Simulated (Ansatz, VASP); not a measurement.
**H6Pb: VASP beside Ansatz**

```
H Pb
1.0
     0.00000    3.07450    3.07450
     3.07450    0.00000    3.07450
     3.07450    3.07450    0.00000
H Pb
6 1
Direct
  0.50000 0.50000 0.00000
  0.50000 0.00000 0.50000
  0.00000 0.00000 0.50000
  0.00000 0.50000 0.00000
  0.00000 0.50000 0.50000
  0.50000 0.00000 0.00000
  0.00000 0.00000 0.00000
```

Change from the starting cell: species swapped into the Zn6Mo type (Fm-3m, No. 225).

Alike in both runs: functional PBE; k mesh 10 × 10 × 10; occupations gaussian, width 0.1 eV; no spin polarisation.

Ansatz relaxed the structure, and its values are those at the end. VASP's run is a single point on that final structure, the one shown.

|  | VASP | Ansatz |
| --- | --- | --- |
| version | VASP 6.6.1 | Ansatz 0.2.0 |
| potentials or method | VASP PAW PBE potentials, release 64 (H, Pb_d), cutoff 520 eV | scalar-relativistic, plane waves, PAW |
| valence electrons in the cell | 20 | 20 |

```tsv
	VASP	Ansatz	Ansatz less VASP
gap on the k mesh at the Fermi level (eV)	none	none	-
pressure (GPa)	-0.2	0.0	+0.16
```

A gap of «none» marks a metal or a gap that the smearing closes.

Neither program's run includes spin-orbit coupling.
